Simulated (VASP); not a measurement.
Write the native input for VASP 6.6.1 that does the following.

| Quantity | Value |
| --- | --- |
| Task | single point |
| Functional | PBE |
| Potentials or basis | VASP PAW PBE potentials, release 64 (Cu) |
| Cutoff | 520 eV |
| k mesh | 26 × 26 × 26 |
| Occupations | gaussian, width 0.1 eV |
| Spin | no spin polarisation |
| Dipole correction | no |
| Further INCAR settings | ALGO = Fast; EDIFF = 1e-06; NBANDS = 12 |

The structure of Cu lies in POSCAR:

```
Cu
1.0
    0.0000000000      1.8734205769      1.8734205769
    1.8734205769      0.0000000000      1.8734205769
    1.8734205769      1.8734205769      0.0000000000
Cu
1
Direct
    0.5000000000      0.5000000000      0.5000000000
```

One way to write it, as run:

INCAR

```
SYSTEM = Cu
PREC = Accurate
ENCUT = 520
EDIFF = 1E-6
ISMEAR = 0
SIGMA = 0.1
LREAL = .False.
LASPH = .True.
NELM = 100
ALGO = Fast
ISIF = 2
LWAVE = .False.
LCHARG = .True.
GGA = PE
LELF = .True.
LVHAR = .True.
NBANDS = 12
```

KPOINTS

```
regular mesh
0
Gamma
  26 26 26
  0 0 0
```

Potentials or basis: VASP PAW PBE potentials, release 64 (Cu).

The run is started by

```console
$ cat potpaw_PBE.64/Cu/POTCAR > POTCAR
$ mpirun -np 1 vasp_std > vasp.out
```

Results of the run:

The pressure is -9.5 GPa and the band gap on the k mesh is zero (an odd number of electrons rules out a gap without spin polarisation).

Caveat: the cell stands under tension.

It took 2.3 min on 1 thread of Intel Xeon 8259CL, with other jobs on the host, peak memory 0.19 GiB.
